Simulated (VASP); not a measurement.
Be4Pd, 5 atoms in the cell. It takes space group Pm-3m (No. 221, cubic). Conventional cell: a = 3.740 Å, b = 3.740 Å, c = 3.740 Å, α = 90.00°, β = 90.00°, γ = 90.00°. Within 2.5 Å of Be (site symmetry 4/mmm) lie 2 Be at 1.87 Å. Within 2.5 Å of Be (site symmetry m-3m) lie 6 Be at 1.87 Å. Pd (site symmetry m-3m) has 20 Be at 2.64 to 3.24 Å within 3.5 Å. The cell was generated, and may not be a known phase.

```yaml
Program: VASP 6.6.1
Task: single point
Functional: PBE
Potentials_or_basis: VASP PAW PBE potentials, release 64 (Be, Pd)
Cutoff: 520 eV
k_mesh: 10 × 10 × 10
Occupations: gaussian, width 0.1 eV
Spin: no spin polarisation
Dipole_correction: no
Further_INCAR_settings: ALGO = Fast; EDIFF = 1e-07; NBANDS = 17
```

Potentials or basis: VASP PAW PBE potentials, release 64 (Be, Pd).

Launch:

```bash
$ cat potpaw_PBE.64/Be/POTCAR potpaw_PBE.64/Pd/POTCAR > POTCAR
$ mpirun -np 1 vasp_std > vasp.out
```

Hardware: 1 thread of Intel(R) Xeon(R) Platinum 8488C (Sapphire Rapids) (shared host).

How long does it take, and how much memory?

It took 31 s on 1 thread of Intel(R) Xeon(R) Platinum 8488C (Sapphire Rapids), on a shared host, peak memory 0.18 GiB. Counts: scf iterations 15, k points 56.
